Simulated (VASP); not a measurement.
# ZnSe (P4/nmm) in VASP: notebook, part 2 of 2

VASP 6.6.1.

### 3 Single point, LDA (atoms shifted along a free coordinate)

INCAR reads:

```
SYSTEM = ZnSe
PREC     = Accurate       ! precision mode
ENCUT    = 520            ! plane-wave cutoff, eV
EDIFF    = 1E-6           ! SCF threshold, eV
ISMEAR   = 0              ! smearing method
SIGMA    = 0.05           ! smearing width, eV
LREAL    = .FALSE.        ! projectors in reciprocal space
LASPH    = .TRUE.         ! aspherical terms in the spheres
NELM     = 60             ! most SCF steps
ALGO     = Normal         ! electronic algorithm
ISIF     = 2              ! what is computed and relaxed
LWAVE    = .FALSE.        ! write WAVECAR
LCHARG   = .TRUE.         ! write CHGCAR
LELF     = .TRUE.         ! ELF
LVHAR    = .TRUE.       
NBANDS   = 26             ! bands
```

KPOINTS reads:

```
regular mesh
0
G
  8 8 6
  0 0 0
```

POSCAR reads:

```
ZnSe
1.0
    3.7875101274      0.0000000000      0.0000000000
    0.0000000000      3.7875101274      0.0000000000
    0.0000000000      0.0000000000      4.9987337378
Zn Se
2 2
Direct
    0.0000000000      0.0000000000      0.0000000000
    0.5000000000      0.5000000000      0.0000000000
    0.0000000000      0.5000000000      0.3173336233
    0.5000000000      0.0000000000      0.6826663767
```

Potentials or basis: VASP PAW LDA potentials, release 64 (Zn, Se).

Run with:

```sh
> cat potpaw_LDA.64/Zn/POTCAR potpaw_LDA.64/Se/POTCAR > POTCAR
> mpirun -np 1 vasp_std > vasp.out
```

OUTCAR:

```text
SYSTEM = ZnSe
   PREC = Accurate
   ENCUT = 520
   EDIFF = 1E-6
   ISMEAR = 0
   LREAL = .FALSE.
   LASPH = .TRUE.
   NELM = 60
   ISIF = 2

 ion  position               nearest neighbor table
   1  0.000  0.000  0.000-   3 2.47   4 2.47   3 2.47   4 2.47   2 2.68   2 2.68   2 2.68   2 2.68

   2  0.500  0.500  0.000-   3 2.47   4 2.47   4 2.47   3 2.47   1 2.68   1 2.68   1 2.68   1 2.68

   3  0.000  0.500  0.317-   1 2.47   2 2.47   1 2.47   2 2.47
   4  0.500  0.000  0.683-   1 2.47   2 2.47   2 2.47   1 2.47

  LATTYP: Found a simple tetragonal cell.
 ALAT       =     3.7875101274
 C/A-ratio  =     1.3197941575

  Lattice vectors:

 A1 = (   3.7875101274,   0.0000000000,   0.0000000000)
 A2 = (   0.0000000000,   3.7875101274,   0.0000000000)
 A3 = (   0.0000000000,   0.0000000000,   4.9987337378)

Analysis of symmetry for initial positions (statically):
=====================================================================
 Subroutine PRICEL returns:
 Original cell was already a primitive cell.

 Routine SETGRP: Setting up the symmetry group for a
 simple tetragonal supercell.
[... 172 lines left out ...]

 E-fermi :   4.5851     XC(G=0): -10.9675

 val. band max:        4.3003792590   @ k =   0.0000   0.0000   0.0000
 cond. band min:       5.3802251511   @ k =   0.0000   0.0000   0.0000
 fundamental gap:      1.0798458921
 Fermi energy:         4.5851205269

 k-point     1 :       0.0000    0.0000    0.0000
  band No.  band energies     occupation
      1     -10.8180      2.00000
      2      -8.6744      2.00000
      3      -4.2347      2.00000
      4      -4.0226      2.00000
      5      -3.7726      2.00000
      6      -3.7726      2.00000
[... 685 lines left out ...]
     25      13.2314      0.00000
     26      13.2314      0.00000

 [... further k-points ...]

------------------------ aborting loop because EDIFF is reached ----------------------------------------

  FORCE on cell =-STRESS in cart. coord.  units (eV):
  Direction    XX          YY          ZZ          XY          YZ          ZX
  --------------------------------------------------------------------------------------
  -------------------------------------------------------------------------------------
  Total        3.6466164      3.6466164      0.9977910      0.0000000      0.0000000      0.0000000
  in kB       81.4766303     81.4766303     22.2937201      0.0000000      0.0000000      0.0000000
  external PRESSURE =      61.7489936 kB  Pullay stress =       0.0000000 kB

 VOLUME and BASIS-vectors are now :
 -----------------------------------------------------------------------------
  energy-cutoff  :      520.00
  volume of cell :       71.71
      direct lattice vectors                 reciprocal lattice vectors
     3.787510127  0.000000000  0.000000000     0.264025697  0.000000000  0.000000000
     0.000000000  3.787510127  0.000000000     0.000000000  0.264025697  0.000000000
     0.000000000  0.000000000  4.998733738     0.000000000  0.000000000  0.200050663

 POSITION                                       TOTAL-FORCE (eV/Angst)
 -----------------------------------------------------------------------------------
      0.00000      0.00000      0.00000        -0.000000     -0.000000      0.000000
      1.89376      1.89376      0.00000        -0.000000      0.000000      0.000000
      0.00000      1.89376      1.58627        -0.000000      0.000000     -0.752368
      1.89376      0.00000      3.41247         0.000000      0.000000      0.752368
 -----------------------------------------------------------------------------------
    total drift:                                0.000000      0.000000     -0.000000

  FREE ENERGIE OF THE ION-ELECTRON SYSTEM (eV)
  ---------------------------------------------------
  free  energy   TOTEN  =       -13.7129521230 eV

  energy  without entropy=      -13.7129521230  energy(sigma->0) =      -13.71295212
```

OSZICAR:

```text
N       E                     dE             d eps       ncg     rms          rms(c)
DAV:   1     0.238179445021E+03    0.23818E+03   -0.17329E+04  3120   0.173E+03
DAV:   2     0.762448514293E+01   -0.23055E+03   -0.22093E+03  3192   0.356E+02
DAV:   3    -0.139453588469E+02   -0.21570E+02   -0.21335E+02  3750   0.107E+02
DAV:   4    -0.143605957554E+02   -0.41524E+00   -0.41449E+00  3536   0.144E+01
DAV:   5    -0.143629678024E+02   -0.23720E-02   -0.23718E-02  3662   0.113E+00    0.897E+00
DAV:   6    -0.137591933136E+02    0.60377E+00   -0.17494E+00  4160   0.367E+01    0.698E+00
DAV:   7    -0.137247318974E+02    0.34461E-01   -0.48554E-01  3384   0.700E+00    0.297E+00
DAV:   8    -0.137138547314E+02    0.10877E-01   -0.17580E-02  3604   0.106E+00    0.557E-01
DAV:   9    -0.137129840654E+02    0.87067E-03   -0.12381E-03  4298   0.434E-01    0.831E-02
DAV:  10    -0.137129492562E+02    0.34809E-04   -0.49666E-04  3340   0.150E-01    0.255E-02
DAV:  11    -0.137129537158E+02   -0.44596E-05   -0.79570E-05  3608   0.114E-01    0.146E-02
DAV:  12    -0.137129522045E+02    0.15113E-05   -0.11718E-05  3966   0.765E-02    0.575E-03
DAV:  13    -0.137129521230E+02    0.81498E-07   -0.92078E-07  1816   0.105E-02
   1 F= -.13712952E+02 E0= -.13712952E+02  d E =-.120913E-17
```

stdout:

```text
POSCAR found type information on POSCAR ZnSe
 POSCAR found :  2 types and       4 ions
 scaLAPACK will be used
 LDA part: xc-table for (Slater(with rela. corr.)+CA(PZ))
 , standard interpolation
 POSCAR, INCAR and KPOINTS ok, starting setup
 FFT: planning ... GRIDC
 FFT: planning ... GRID_SOFT
 FFT: planning ... GRID
 WAVECAR not read
 entering main loop
```

Wall time 68 s (1 thread of Intel Xeon Platinum 8259CL at 2.50GHz (Skylake/Cascade Lake), shared host); peak memory 0.21 GiB.

Results:

* Free energy: -13.7130 eV
* Pressure: 6.2 GPa
* Largest force: 0.752 eV/Å
* Band gap on the k mesh: 1.08 eV

Forces in eV/Å, atoms in the order of the input:
```
Zn   0.000  0.000  0.000
Zn   0.000  0.000  0.000
Se   0.000  0.000 -0.752
Se   0.000  0.000  0.752
```

Stress tensor (GPa, compression positive):
```
8.15 0.00 0.00
0.00 8.15 0.00
0.00 0.00 2.23
```

Caveat: the cell differs from its parent crystal (atoms shifted along a free coordinate); the cell stands under pressure. A k mesh can miss the band edges.

### 4 Single point, LDA (atoms shifted along a free coordinate)

INCAR: that of step 3 with these lines changed.

```diff
@@ -8,3 +8,3 @@
 LASPH    = .TRUE.         ! aspherical terms in the spheres
-NELM     = 60             ! most SCF steps
+NELM     = 100            ! most SCF steps
 ALGO     = Normal         ! electronic algorithm
@@ -12,5 +12,4 @@
 LWAVE    = .FALSE.        ! write WAVECAR
-LCHARG   = .TRUE.         ! write CHGCAR
-LELF     = .TRUE.         ! ELF
-LVHAR    = .TRUE.       
+LCHARG   = .FALSE.        ! write CHGCAR
+GGA      = CA             ! functional
 NBANDS   = 26             ! bands
```

KPOINTS is that of step 3.

POSCAR: that of step 3 with these lines changed.

```diff
@@ -10,3 +10,3 @@
     0.5000000000      0.5000000000      0.0000000000
-    0.0000000000      0.5000000000      0.3173336233
-    0.5000000000      0.0000000000      0.6826663767
+    0.0000000000      0.5000000000      0.2796655406
+    0.5000000000      0.0000000000      0.7203344594
```

Run with:

```sh
> cat potpaw_LDA.64/Zn/POTCAR potpaw_LDA.64/Se/POTCAR > POTCAR
> mpirun -np 1 vasp_std > vasp.out
```

It took 58 s on 1 thread of Intel Xeon Platinum 8259CL at 2.50GHz (Skylake/Cascade Lake), shared host; peak memory 0.22 GiB.

Results (log left out):

```yaml
Free_energy: -13.4925 eV
Pressure: 16.3 GPa
Largest_force: 2.037 eV/Å
Band_gap_on_the_k_mesh: 1.61 eV
```

Forces on the atoms (eV/Å):
```
Zn   0.000  0.000  0.000
Zn   0.000  0.000  0.000
Se   0.000  0.000  2.037
Se   0.000  0.000 -2.037
```

Stress tensor (GPa, compression positive):
```
16.75  0.00  0.00
 0.00 16.75  0.00
 0.00  0.00 15.52
```

Levels at points of the mesh, in eV from the valence-band top:
```csv
k point,band 15,band 16,band 17,band 18,band 19,band 20,band 21,band 22
"(0.00, 0.00, 0.00)",-3.59,-0.31,0.00,0.00,1.61,1.98,2.15,5.36
"(0.50, 0.00, 0.00)",-3.01,-3.01,-1.48,-1.48,3.64,3.64,5.77,5.77
"(0.50, 0.50, 0.00)",-3.22,-3.22,-2.85,-2.85,2.21,2.21,2.85,2.85
"(0.00, 0.00, 0.50)",-2.99,-2.17,-1.14,-1.14,2.16,3.30,3.97,5.00
"(0.50, 0.00, 0.50)",-1.33,-1.33,-0.90,-0.90,2.38,2.38,5.45,5.45
"(0.50, 0.50, 0.50)",-4.41,-4.41,-4.09,-4.09,5.27,5.27,6.24,6.24
```

Caveat: the cell differs from its parent crystal (atoms shifted along a free coordinate); the cell stands under pressure; forces of over 1 eV/Å act on the atoms, so gaps and moduli don't describe the material at rest. A k mesh can miss the band edges.

### 5 Single point, LDA (atoms shifted along a free coordinate)

INCAR reads:

```
SYSTEM = ZnSe
ALGO = Normal
EDIFF = 1E-6
ENCUT = 520
GGA = CA
ISIF = 2
ISMEAR = 0
LASPH = .TRUE.
LCHARG = .FALSE.
LREAL = .FALSE.
LWAVE = .FALSE.
NBANDS = 26
NELM = 60
PREC = Accurate
SIGMA = 0.05
```

KPOINTS reads:

```
k-points
0
G
  8 8 6
  0 0 0
```

POSCAR reads:

```
ZnSe
1.0
    3.8547617266      0.0000000000      0.0000000000
    0.0000000000      3.8547617266      0.0000000000
    0.0000000000      0.0000000000      5.0874920055
Zn Se
2 2
Direct
    0.0000000000      0.0000000000      0.0000000000
    0.5000000000      0.5000000000      0.0000000000
    0.0000000000      0.5000000000      0.2984995820
    0.5000000000      0.0000000000      0.7015004180
```

Run with:

```sh
> cat potpaw_LDA.64/Zn/POTCAR potpaw_LDA.64/Se/POTCAR > POTCAR
> mpirun -np 1 vasp_std > vasp.out
```

Run time: 74 s. Hardware: 1 thread of Intel Xeon Platinum 8259CL at 2.50GHz (Skylake/Cascade Lake), shared host; peak memory 0.23 GiB.

It converged, with:

```yaml
Free_energy: -13.9179 eV
Pressure: 4.7 GPa
Largest_force: 0.048 eV/Å
Band_gap_on_the_k_mesh: 1.41 eV
```

Forces in eV/Å, atoms in the order of the input:
```
Zn   0.000  0.000  0.000
Zn   0.000  0.000  0.000
Se   0.000  0.000 -0.048
Se   0.000  0.000  0.048
```

Stress tensor (GPa, compression positive):
```
5.60 0.00 0.00
0.00 5.60 0.00
0.00 0.00 2.85
```

Levels at points of the mesh, in eV from the valence-band top:
```tsv
k point	band 14	band 15	band 16	band 17	band 18	band 19	band 20	band 21	band 22	band 23
(0.00, 0.00, 0.00)	-3.26	-3.26	-0.85	0.00	0.00	1.41	1.64	2.56	4.82	4.82
(0.50, 0.00, 0.00)	-5.18	-3.19	-3.19	-1.38	-1.38	3.71	3.71	4.79	4.79	6.68
(0.50, 0.50, 0.00)	-5.33	-3.07	-3.07	-2.54	-2.54	1.89	1.89	2.23	2.23	10.77
(0.00, 0.00, 0.50)	-2.46	-2.46	-2.30	-1.38	-1.38	2.21	3.25	3.91	4.65	6.29
(0.50, 0.00, 0.50)	-6.53	-1.23	-1.23	-0.96	-0.96	1.97	1.97	5.23	5.23	5.69
(0.50, 0.50, 0.50)	-4.67	-4.37	-4.37	-3.97	-3.97	4.86	4.86	5.36	5.36	8.06
```

Caveat: the cell differs from its parent crystal (atoms shifted along a free coordinate); the cell stands under pressure. A k mesh can miss the band edges.

### 6 Summary

| cell | gap on the mesh (eV) | pressure (GPa) | largest force (eV/Å) |
| --- | --- | --- | --- |
| a = 3.788, b = 3.788, c = 4.999 Å, 4 atoms, atomic positions A | 0.93 | 31.8 | 5.27 |
| a = 3.788, b = 3.788, c = 4.999 Å, 4 atoms, atomic positions B | 1.08 | 6.2 | 0.75 |
| a = 3.788, b = 3.788, c = 4.999 Å, 4 atoms, atomic positions C | 1.61 | 16.3 | 2.04 |
| a = 3.855, b = 3.855, c = 5.087 Å, 4 atoms, atomic positions D | 1.41 | 4.7 | 0.05 |

Alike in all rows: task single point; level LDA; potentials or basis VASP PAW LDA potentials, release 64 (Zn, Se); no spin polarisation; k mesh 8 × 8 × 6; cutoff (eV) 520; smearing gaussian 0.05 eV.

Caveats: the cell stands under pressure; forces of over 1 eV/Å act on the atoms, so gaps and moduli don't describe the material at rest (at least some runs).

Absolute energies hang on the potentials; compare differences alone.
